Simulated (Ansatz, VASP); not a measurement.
# Hf2MgO: VASP beside Ansatz

```
Mg Hf O
1.0
     4.43774    0.00000    0.00000
     0.00000    4.43774    0.00000
     0.00000    0.00000    4.10702
Mg Hf O
1 2 1
Direct
  0.00000 0.00000 0.85067
  0.50000 0.00000 0.35067
  0.00000 0.50000 0.35067
  0.00000 0.00000 0.35068
```

Alike in both runs: functional PBE; k mesh 4 × 4 × 4; occupations gaussian, width 0.1 eV; no spin polarisation.

Ansatz relaxed the structure, and its values are those at the end. VASP's run is a single point on that final structure, the one shown.

```csv
,VASP,Ansatz
version,VASP 6.6.1,Ansatz 0.2.0
potentials or method,"VASP PAW PBE potentials, release 64 (Mg, Hf_pv, O), cutoff 600 eV","scalar-relativistic, plane waves, PAW"
valence electrons in the cell,28,68
```

Ansatz gave:

```
gap on the k mesh at the Fermi level (eV) : none
pressure (GPa)                            : -0.1
```

Question: Which values does VASP return?

Answer: gap on the k mesh at the Fermi level (eV): none; pressure (GPa): -0.9.

A gap of «none» marks a metal or a gap that the smearing closes. VASP's potentials hold 28 valence electrons a cell and Ansatz's 68, so a difference there can come from the potentials and not from the codes.

The k mesh is coarse, so the values compare programs but aren't converged. Neither program's run includes spin-orbit coupling.
